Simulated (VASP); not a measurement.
Here is a VASP 6.6.1 calculation.

File POSCAR:

```
Ca12HO12
1.0
    0.0000000000      4.7676000000      4.7676000000
    4.7676000000      0.0000000000      4.7676000000
    7.1514000000      7.1514000000      0.0000000000
O Ca H
12 12 1
Direct
    0.7617520000      0.2193310000      0.1749050000
    0.2544080000      0.7473100000      0.4991840000
    0.7495380000      0.2480850000      0.8333060000
    0.2182990000      0.7635550000      0.1744670000
    0.7456990000      0.2557110000      0.4993920000
    0.2475190000      0.7505240000      0.8329780000
    0.2505860000      0.2516840000      0.4970210000
    0.7566730000      0.7577470000      0.1760360000
    0.7626140000      0.7635820000      0.8033560000
    0.2483630000      0.2500540000      0.1692570000
    0.2484960000      0.2499450000      0.8327970000
    0.7453520000      0.7460870000      0.5059660000
    0.9968970000      0.9981310000      0.0032210000
    0.0006400000      0.0011430000      0.6638740000
    0.5050610000      0.5064230000      0.3236530000
    0.9973920000      0.9987020000      0.3361120000
    0.5016560000      0.5026040000      0.0005330000
    0.4981060000      0.4990480000      0.6683750000
    0.9915430000      0.5007470000      0.0026970000
    0.5029830000      0.9979580000      0.3336110000
    0.0023370000      0.5000420000      0.6642500000
    0.4993860000      0.9927650000      0.0026130000
    0.9969820000      0.5041760000      0.3336510000
    0.4991550000      0.0034070000      0.6641590000
    0.6251460000      0.6263580000      0.0778340000
```

The input INCAR.step1:

```
SYSTEM = Ca12HO12
PREC = Accurate ; ENCUT = 520
EDIFF = 1E-5 ; ISMEAR = -1
SIGMA = 0.05 ; LREAL = Auto
LASPH = .TRUE. ; NELM = 80
ALGO = Normal ; ISIF = 2
LWAVE = .TRUE. ; LCHARG = .FALSE.
GGA = PE ; NELECT = 194.0
ISYM = 0 ; NBANDS = 114
```

The input INCAR.step2:

```
SYSTEM = Ca12HO12
PREC = Accurate ; ENCUT = 520
EDIFF = 1E-6 ; ISMEAR = -1
SIGMA = 0.05 ; LREAL = Auto
LASPH = .TRUE. ; NELM = 80
ALGO = Normal ; ISIF = 2
LWAVE = .FALSE. ; LCHARG = .FALSE.
GGA = PE ; LHFCALC = .TRUE.
HFSCREEN = 0.2079 ; PRECFOCK = Fast
ISTART = 1 ; NELECT = 194.0
ISYM = 0 ; NBANDS = 114
```

The input KPOINTS:

```
Automatic mesh
0
Gamma
  1 1 1
  0.25 0.25 0.25
```

Potentials or basis: VASP PAW PBE potentials, release 64 (O, Ca_sv, H).

The run is started by

```console
$ cat potpaw_PBE.64/O/POTCAR potpaw_PBE.64/Ca_sv/POTCAR potpaw_PBE.64/H/POTCAR > POTCAR
$ cp INCAR.step1 INCAR
$ mpirun -np 1 vasp_std > vasp.out
$ cp INCAR.step2 INCAR
$ mpirun -np 1 vasp_std > vasp.out
```

(1) Predict the largest force.

Results:

(1) 0.116 eV/Å.

Caveat: the k points lie up to 1.14 Å⁻¹ apart, too coarse for converged energies, forces and pressures; the cell carries a net charge on a neutralising background, which shifts energy and pressure; the PAW data sets were made with another functional, which shifts forces and pressure a little.
